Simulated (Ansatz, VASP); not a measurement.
# Two plane-wave programs on Ti

```
Ti
1.0
     0.00000    1.80862    2.55738
     1.80862    0.00000    2.55738
     1.80862    1.80862    0.00000
Ti
1
Direct
  0.00000 0.00000 0.00000
```

Alike in both runs: task single point; functional PBE; k mesh 22 × 22 × 22; occupations gaussian, width 0.15 eV; no spin polarisation.

|  | VASP | Ansatz |
| --- | --- | --- |
| version | VASP 6.6.1 | Ansatz 0.2.0 |
| potentials or method | VASP PAW PBE potentials, release 64 (Ti_sv), cutoff 520 eV | scalar-relativistic, plane waves, PAW |
| valence electrons in the cell | 12 | 12 |

```csv
,VASP,Ansatz,Ansatz less VASP
gap on the k mesh at the Fermi level (eV),none,none,-
pressure (GPa),2.4,2.6,+0.26
"traceless stress, the component that is largest in VASP (GPa)",-10.92,-10.91,+0.004
```

A gap of «none» marks a metal or a gap that the smearing closes. The functional is the same, so the differences come from potentials, cutoffs and numerics.
